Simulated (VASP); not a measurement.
# AlN (Imma) in VASP: a series of runs

The runs below take AlN through single point, relaxation of cell and atoms, with PBE.

All numbers are computed with VASP 6.6.1; they aren't measurements. Logs are shortened: lines on timing, memory, paths and dates and some standing lists are left out, and cuts for length are marked.

## 1. The cell of the first run

Symmetry: Imma, No. 74, orthorhombic system. Conventional cell: a = 4.514 Å, b = 4.578 Å, c = 5.015 Å, α = 90.00°, β = 90.00°, γ = 90.00°. Al (site symmetry mm2) has 10 N at 2.34 to 3.22 Å and 4 Al at 2.50 to 2.70 Å within 3.3 Å. N (site symmetry mm2) has 10 Al at 2.34 to 3.22 Å and 4 N at 2.54 to 2.66 Å within 3.3 Å.

The cell was generated, and may not be a known phase.

## 2. Single point, PBE

INCAR

```
ALGO = Normal ; EDIFF = 1E-6
ENCUT = 520 ; GGA = PE
ISIF = 2 ; ISMEAR = 0
LASPH = True ; LCHARG = False
LREAL = False ; LWAVE = False
NBANDS = 16 ; NELM = 100
PREC = Accurate ; SIGMA = 0.1
```

KPOINTS

```
k-points
0
Gamma
  6 6 6
```

POSCAR

```
AlN
1.0
   -2.2571880000      2.2891146200      2.5075531100
    2.2571880000     -2.2891146200      2.5075531100
    2.2571880000      2.2891146200     -2.5075531100
Al N
2 2
Direct
    0.6065581900      0.3565581900      0.2500000000
    0.3934418100      0.6434418100      0.7500000000
    0.1403873200      0.8903873200      0.2500000000
    0.8596126800      0.1096126800      0.7500000000
```

Potentials or basis: VASP PAW PBE potentials, release 64 (Al, N).

Run with:

```bash
cat potpaw_PBE.64/Al/POTCAR potpaw_PBE.64/N/POTCAR > POTCAR
mpirun -np 1 vasp_std > vasp.out
```

OUTCAR:

```text
EDIFF = 1E-6
   ENCUT = 520
   GGA = PE
   ISIF = 2
   ISMEAR = 0
   LASPH = True
   LREAL = False
   NELM = 100
   PREC = Accurate

 ion  position               nearest neighbor table
   1  0.607  0.357  0.250-   3 2.34   2 2.50   2 2.50   2 2.70   2 2.70
   2  0.393  0.643  0.750-   4 2.34   1 2.50   1 2.50   1 2.70   1 2.70
   3  0.140  0.890  0.250-   1 2.34
   4  0.860  0.110  0.750-   2 2.34

  LATTYP: Found a body centered orthorhombic cell.
 ALAT       =     4.5143760000
 B/A-ratio  =     1.0141444222
 C/A-ratio  =     1.1109190329

  Lattice vectors:

 A1 = (  -2.2571880000,   2.2891146200,   2.5075531100)
 A2 = (   2.2571880000,  -2.2891146200,   2.5075531100)
 A3 = (   2.2571880000,   2.2891146200,  -2.5075531100)

Analysis of symmetry for initial positions (statically):
=====================================================================
 Subroutine PRICEL returns:
 Original cell was already a primitive cell.

 Routine SETGRP: Setting up the symmetry group for a
 body centered orthorhombic supercell.

 Subroutine GETGRP returns: Found  8 space group operations
 (whereof  4 operations were pure point group operations)
 out of a pool of  8 trial point group operations.

The static configuration has the point symmetry C_2h.
 The point group associated with its full space group is D_2h.

Analysis of symmetry for dynamics (positions and initial velocities):
=====================================================================
 Subroutine PRICEL returns:
 Original cell was already a primitive cell.

 Routine SETGRP: Setting up the symmetry group for a
 body centered orthorhombic supercell.

 Subroutine GETGRP returns: Found  8 space group operations
 (whereof  4 operations were pure point group operations)
 out of a pool of  8 trial point group operations.

The dynamic configuration has the point symmetry C_2h.
 The point group associated with its full space group is D_2h.

 Subroutine INISYM returns: Found  8 space group operations
 (whereof  4 operations are pure point group operations),
 and found     1 'primitive' translations

----------------------------------------------------------------------------------------

                                     Primitive cell

  volume of cell :      51.8257

  direct lattice vectors                    reciprocal lattice vectors
    -2.257188000  2.289114620  2.507553110     0.000000000  0.218425061  0.199397571
     2.257188000 -2.289114620  2.507553110     0.221514557  0.000000000  0.199397571
     2.257188000  2.289114620 -2.507553110     0.221514557  0.218425061  0.000000000

  length of vectors
     4.077102649  4.077102649  4.077102649     0.295751414  0.298040417  0.311091958

  position of ions in fractional coordinates (direct lattice)
     0.606558190  0.356558190  0.250000000
     0.393441810  0.643441810  0.750000000
     0.140387320  0.890387320  0.250000000
     0.859612680  0.109612680  0.750000000

  ion indices of the primitive-cell ions
   primitive index   ion index
                 1           1
                 2           2
                 3           3
                 4           4

----------------------------------------------------------------------------------------

 KPOINTS: k-points

Automatic generation of k-mesh.
 Grid dimensions read from file:
 generate k-points for:    6    6    6

 Generating k-lattice:

  Cartesian coordinates                     Fractional coordinates (reciprocal lattice)
     0.000000000  0.036404177  0.033232929     0.166666667 -0.000000000  0.000000000
     0.036919093  0.000000000  0.033232929    -0.000000000  0.166666667  0.000000000
     0.036919093  0.036404177  0.000000000     0.000000000  0.000000000  0.166666667

  Length of vectors
     0.049291902  0.049673403  0.051848660

  Shift w.r.t. Gamma in fractional coordinates (k-lattice)
     0.000000000  0.000000000  0.000000000

 Subroutine IBZKPT returns following result:
 ===========================================

 Found     46 irreducible k-points:

 Following reciprocal coordinates:
            Coordinates               Weight
  0.000000  0.000000  0.000000      1.000000
  0.166667  0.000000 -0.000000      4.000000
  0.333333  0.000000 -0.000000      4.000000
  0.500000  0.000000 -0.000000      2.000000
  0.000000  0.166667  0.000000      4.000000
  0.166667  0.166667  0.000000      8.000000
[... 16 lines left out ...]
 -0.166667  0.166667  0.166667      2.000000
  0.166667  0.333333  0.166667      4.000000
 [... further k-points ...]
   k-points           NKPTS =     46   k-points in BZ     NKDIM =     46   number of bands    NBANDS=     16
   number of dos      NEDOS =    301   number of ions     NIONS =      4
   total plane-waves  NPLWV =  27000
   dimension x,y,z NGX =    30 NGY =   30 NGZ =   30
   dimension x,y,z NGXF=    60 NGYF=   60 NGZF=   60
   ions per type =               2   2
   NGX,Y,Z   is equivalent  to a cutoff of  12.23, 12.23, 12.23 a.u.
   NGXF,Y,Z  is equivalent  to a cutoff of  24.47, 24.47, 24.47 a.u.
 SYSTEM =  unknown system
   PREC   = accura    normal or accurate (medium, high low for compatibility)
   ISTART =      0    job   : 0-new  1-cont  2-samecut
   ICHARG =      2    charge: 1-file 2-atom 10-const
   ISPIN  =      1    spin polarized calculation?
   LNONCOLLINEAR =      F non collinear calculations
   LSORBIT =      F    spin-orbit coupling
   LASPH  =      T    aspherical Exc in radial PAW
   ENCUT  =  520.0 eV  38.22 Ry    6.18 a.u.   7.58  7.58  7.58*2*pi/ulx,y,z
   NELM   =    100;   NELMIN=  2; NELMDL= -5     # of ELM steps
   EDIFF  = 0.1E-05   stopping-criterion for ELM
   LREAL  =      F    real-space projection
   EDIFFG = 0.1E-04   stopping-criterion for IOM
   NSW    =      0    number of steps for IOM
   IBRION =     -1    ionic relax: 0-MD 1-quasi-New 2-CG
   NFREE  =      0    steps in history (QN), initial steepest desc. (CG)
   ISIF   =      2    stress and relaxation
   ISYM   =      2    0-nonsym 1-usesym 2-fastsym
   POTIM  = 0.5000    time-step for ionic-motion
   TEBEG  =    0.0;   TEEND  =   0.0 temperature during run
   PSTRESS=    0.0 pullay stress
   NELECT =      16.0000    total number of electrons
   NUPDOWN=      -1.0000    fix difference up-down
   EMIN   =  10.00;   EMAX   =-10.00  energy-range for DOS
   EFERMI =   0.00;   METHOD = LEGACY
   ISMEAR =     0;   SIGMA  =   0.10  broadening in eV -4-tet -1-fermi 0-gaus
   EFERMI_NEDOS =   21; number of points for ismear=-14 and -15
   IALGO  =     38    algorithm
   IMIX   =      4    mixing-type and parameters
     AMIX     =   0.40;   BMIX     =  1.00
     AMIX_MAG =   1.60;   BMIX_MAG =  1.00
  volume/ion in A,a.u.               =      12.96        87.43
  Fermi-wavevector in a.u.,A,eV,Ry     =   1.106453  2.090893 16.656777  1.224239
  Thomas-Fermi vector in A             =   2.242954
   LORBIT       =      0    0 simple, 1 ext, 2 COOP (PROOUT), +10 PAW based schemes
   GGA     = PE    functional components
   LHFCALC =     F    Hartree Fock is set to
   AEXX    =    0.0000 exact exchange contribution
   IVDW    =     0    specifies the selected vdW correction
   LEPSILON=     F    determine dielectric tensor
   LRPA    =     F    only Hartree local field effects (RPA)
 non-spin polarized calculation
 Gauss-broadening in eV      SIGMA  =   0.10
  energy-cutoff  :      520.00
  volume of cell :       51.83
 maximum number of plane-waves:      1413
   NGX = 15   NGY = 15   NGZ = 15

 number of electron      16.0000002 magnetization

 Free energy of the ion-electron system (eV)
  ---------------------------------------------------
  ext. energy  EPLUGINS =         0.00000000
  ---------------------------------------------------
  free energy    TOTEN  =       -18.12248526 eV

  energy without entropy =      -18.11380105  energy(sigma->0) =      -18.11814316

 E-fermi :   5.7603     XC(G=0): -10.5149

 val. band max:        5.7308238619   @ k =  -0.1667   0.1667   0.0000
 cond. band min:       5.8586303592   @ k =   0.3333   0.5000  -0.0000
 fundamental gap:      0.1278064973
 Fermi energy:         5.7603218151

 k-point     1 :       0.0000    0.0000    0.0000
  band No.  band energies     occupation
      1      -9.2675      2.00000
      2      -5.5407      2.00000
      3       1.5121      2.00000
      4       2.9870      2.00000
      5       2.9906      2.00000
      6       3.0918      2.00000
[... 8 lines left out ...]
     15      12.2242      0.00000
     16      13.8158      0.00000

 k-point     2 :       0.1667    0.0000   -0.0000
  band No.  band energies     occupation
      1      -9.0511      2.00000
      2      -5.7664      2.00000
      3       0.5866      2.00000
      4       2.6366      2.00000
      5       3.1087      2.00000
      6       3.1936      2.00000
[... 8 lines left out ...]
     15      12.6604      0.00000
     16      14.0814      0.00000

 k-point     3 :       0.3333    0.0000   -0.0000
  band No.  band energies     occupation
      1      -8.4712      2.00000
      2      -6.3566      2.00000
      3      -0.6201      2.00000
      4       2.1828      2.00000
      5       2.6807      2.00000
      6       3.7369      2.00000
[... 8 lines left out ...]
     15      14.3623      0.00000
     16      15.1352      0.00000

 k-point     4 :       0.5000    0.0000   -0.0000
  band No.  band energies     occupation
      1      -7.9666      2.00000
      2      -6.8647      2.00000
      3      -1.0952      2.00000
      4       1.9918      2.00000
      5       2.4828      2.00000
      6       3.5459      2.00000
[... 8 lines left out ...]
     15      14.3301      0.00000
     16      16.5580      0.00000
[... 324 lines left out ...]
 k-point    22 :       0.3333    0.1667    0.1667
  band No.  band energies     occupation
      1      -7.6522      2.00000
      2      -7.0743      2.00000
      3      -1.2133      2.00000
      4      -0.0076      2.00000
      5       3.4517      2.00000
      6       4.3486      2.00000
[... 8 lines left out ...]
     15      14.3335      0.00000
     16      15.5955      0.00000

 k-point    23 :      -0.1667    0.1667    0.1667
  band No.  band energies     occupation
      1      -8.8307      2.00000
      2      -5.9038      2.00000
      3       0.3199      2.00000
      4       1.9309      2.00000
      5       2.3067      2.00000
      6       2.8771      2.00000
[... 8 lines left out ...]
     15      13.6154      0.00000
     16      13.7773      0.00000

 k-point    24 :       0.1667    0.3333    0.1667
  band No.  band energies     occupation
      1      -7.7974      2.00000
      2      -6.8636      2.00000
      3      -1.4347      2.00000
      4       0.1371      2.00000
      5       3.2173      2.00000
      6       4.6810      2.00000
[... 8 lines left out ...]
     15      13.6152      0.00000
     16      15.5971      0.00000

 [... further k-points ...]

------------------------ aborting loop because EDIFF is reached ----------------------------------------

  FORCE on cell =-STRESS in cart. coord.  units (eV):
  Direction    XX          YY          ZZ          XY          YZ          ZX
  --------------------------------------------------------------------------------------
  -------------------------------------------------------------------------------------
  Total       -0.2788506     -2.0076842    -12.6423954      0.0000000      0.0000000      0.0000000
  in kB       -8.6205854    -62.0669765   -390.8359884      0.0000000      0.0000000      0.0000000
  external PRESSURE =    -153.8411834 kB  Pullay stress =       0.0000000 kB

 VOLUME and BASIS-vectors are now :
 -----------------------------------------------------------------------------
  energy-cutoff  :      520.00
  volume of cell :       51.83
      direct lattice vectors                 reciprocal lattice vectors
    -2.257188000  2.289114620  2.507553110     0.000000000  0.218425061  0.199397571
     2.257188000 -2.289114620  2.507553110     0.221514557  0.000000000  0.199397571
     2.257188000  2.289114620 -2.507553110     0.221514557  0.218425061  0.000000000

 POSITION                                       TOTAL-FORCE (eV/Angst)
 -----------------------------------------------------------------------------------
      0.00000      1.14456      1.78818         0.000000     -0.000000      0.024089
      2.25719      1.14456      0.71938         0.000000     -0.000000     -0.024089
      2.25719     -1.14456      1.95783         0.000000     -0.000000      0.766207
      0.00000      3.43367      0.54972        -0.000000      0.000000     -0.766207
 -----------------------------------------------------------------------------------
    total drift:                               -0.000000     -0.000000      0.000000

  FREE ENERGIE OF THE ION-ELECTRON SYSTEM (eV)
  ---------------------------------------------------
  free  energy   TOTEN  =       -18.1224852648 eV

  energy  without entropy=      -18.1138010540  energy(sigma->0) =      -18.11814316
```

It took 34 s on 1 thread of Intel Xeon Platinum 8259CL at 2.50GHz (Skylake/Cascade Lake), shared host; peak memory 0.18 GiB.

What came out:

| Item | Value |
| --- | --- |
| Free energy | -18.1225 eV |
| Pressure | -15.4 GPa |
| Largest force | 0.766 eV/Å |
| Band gap on the k mesh | zero (bands 8 and 9 overlap by 1.43 eV) |

Forces on the atoms (eV/Å):
```
Al   0.000  0.000  0.024
Al   0.000  0.000 -0.024
N    0.000  0.000  0.766
N    0.000  0.000 -0.766
```

Stress tensor (GPa, compression positive):
```
 -0.86   0.00   0.00
  0.00  -6.21   0.00
  0.00   0.00 -39.08
```

Caveat: the stress differs along the axes, from -39 to -1 GPa.

## 3. Relaxation of cell and atoms, PBE

INCAR

```
SYSTEM = AlN
PREC = Accurate
ENCUT = 600
EDIFF = 1E-7
ISMEAR = 0
SIGMA = 0.1
LREAL = .FALSE.
LASPH = .TRUE.
NELM = 60
ALGO = Normal
ISIF = 3
LWAVE = .FALSE.
LCHARG = .FALSE.
GGA = PE
IBRION = 2
NSW = 90
EDIFFG = -0.04
```

KPOINTS

```
Automatic mesh
0
G
  6 6 6
  0 0 0
```

POSCAR is that of step 2.

Potentials or basis: VASP PAW PBE potentials, release 64 (Al, N).

Run with:

```bash
cat potpaw_PBE.64/Al/POTCAR potpaw_PBE.64/N/POTCAR > POTCAR
mpirun -np 1 vasp_std > vasp.out
```

Run time: 14 min. Hardware: 1 thread of Intel Xeon Platinum 8259CL at 2.50GHz (Skylake/Cascade Lake), shared host; peak memory 0.23 GiB.

Results (log left out):

* Free energy: -26.3295 eV
* Relaxed volume: 12.21 Å³/atom
* Relaxed cell: a = 4.322 Å, b = 4.322 Å, c = 4.322 Å, α = 76.84°, β = 127.78°, γ = 127.96°
* Space group after relaxing (to 0.1 Å): P4/mmm (No. 123)
* Pressure after relaxing: 0.0 GPa
* Largest force after relaxing: 0.017 eV/Å
* Band gap on the k mesh: zero (bands 8 and 9 overlap by 0.06 eV)

Forces in eV/Å, atoms in the order of the input:
```
Al   0.000  0.000  0.017
Al   0.000  0.000 -0.017
N    0.000  0.000  0.017
N    0.000  0.000 -0.017
```

Stress tensor (GPa, compression positive):
```
-0.18  0.00  0.00
 0.00 -0.42  0.00
 0.00  0.00  0.48
```

Final structure:
```yaml
crystal:
  lattice:
    - [-3.38639, 1.90202, 1.89617]
    - [3.38639, -1.90202, 1.89617]
    - [3.38639, 1.90202, -1.89617]
  atoms:
    - { symbol: Al, position: [0.49968, 0.24968, 0.25000] }
    - { symbol: Al, position: [0.50032, 0.75032, 0.75000] }
    - { symbol: N, position: [0.99972, 0.74972, 0.25000] }
    - { symbol: N, position: [0.00028, 0.25028, 0.75000] }
```

Levels at points of the mesh, in eV from the Fermi level:
| k point | band 6 | band 7 | band 8 | band 9 | band 10 | band 11 |
| --- | --- | --- | --- | --- | --- | --- |
| (0.00, 0.00, 0.00) | -1.67 | -1.63 | -1.02 | -0.03 | 4.13 | 4.46 |
| (0.50, 0.00, 0.00) | -1.29 | -1.20 | -1.10 | 0.31 | 4.22 | 6.37 |
| (0.00, 0.50, 0.00) | -4.48 | -2.95 | -2.95 | 3.40 | 3.40 | 8.26 |
| (0.50, 0.50, 0.00) | -4.48 | -2.96 | -2.96 | 3.41 | 3.41 | 8.27 |
| (0.50, 0.50, 0.50) | -1.52 | -1.48 | 0.03 | 1.24 | 5.49 | 5.80 |

Caveat: semilocal functionals underestimate gaps, and a narrow one can read as zero.

The gap in the log of VASP goes by the Fermi energy; the results here count the filled bands.